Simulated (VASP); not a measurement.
SnAs, 2 atoms in the cell. Symmetry: Fm-3m, No. 225, cubic system. The conventional cell has a = 5.716 Å, b = 5.716 Å, c = 5.716 Å, α = 90.00°, β = 90.00°, γ = 90.00°. Sn (site symmetry m-3m) has 6 As at 2.86 Å within 3.8 Å. As (site symmetry m-3m) has 6 Sn at 2.86 Å within 3.8 Å. 

```yaml
Program: VASP 6.6.1
Task: single point
Functional: PBEsol
Potentials_or_basis: VASP PAW PBE potentials, release 64 (Sn_d, As)
Cutoff: 520 eV
k_mesh: 7 × 7 × 7
Occupations: methfessel-paxton, width 0.1 eV
Spin: no spin polarisation
Dipole_correction: no
Further_INCAR_settings: ALGO = Normal; EDIFF = 1e-06; NBANDS = 16
```

Potentials or basis: VASP PAW PBE potentials, release 64 (Sn_d, As).

Launch:

```bash
$ cat potpaw_PBE.64/Sn_d/POTCAR potpaw_PBE.64/As/POTCAR > POTCAR
$ mpirun -np 1 vasp_std > vasp.out
```

Hardware: 1 thread of Intel Xeon 8259CL, with other jobs on the host.

Q: How long does it take, and how much memory?

A: It took 29 s on 1 thread of Intel Xeon 8259CL (shared host), peak memory 0.17 GiB. Counts: scf iterations 12, k points 20.
